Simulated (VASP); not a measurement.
Runs of VASP 6.6.1 on Fe. The structure is that of space group Im-3m (No. 229), or close to it. The cells are those of the table. 

```tsv
task	cell	cutoff (eV)	gap on the mesh (eV)	pressure (GPa)	moment (μB)
single point	a = 2.752 Å, 2 atoms	520	none	-1.3	(a)
single point	a = 2.724, b = 2.724, c = 2.783 Å, 2 atoms	520	none	0.8	(b)
single point	a = 2.738, b = 2.738, c = 2.767 Å, 2 atoms	520	none	-0.2	3.92
relaxation of volume and atoms at fixed shape	relaxed from a = 2.866 Å, 2 atoms	600	none	0.0	3.91
```

Alike in all rows: level LDA; potentials or basis VASP PAW LDA potentials, release 64 (Fe); spin collinear, ferromagnetic start; k mesh 18 × 18 × 18; smearing methfessel-paxton 0.1 eV.

**Question.** Fill in the values left out.

**Answer.** (a) 3.93; (b) 3.90.

A gap of «none» marks levels without a gap at the run's occupations.
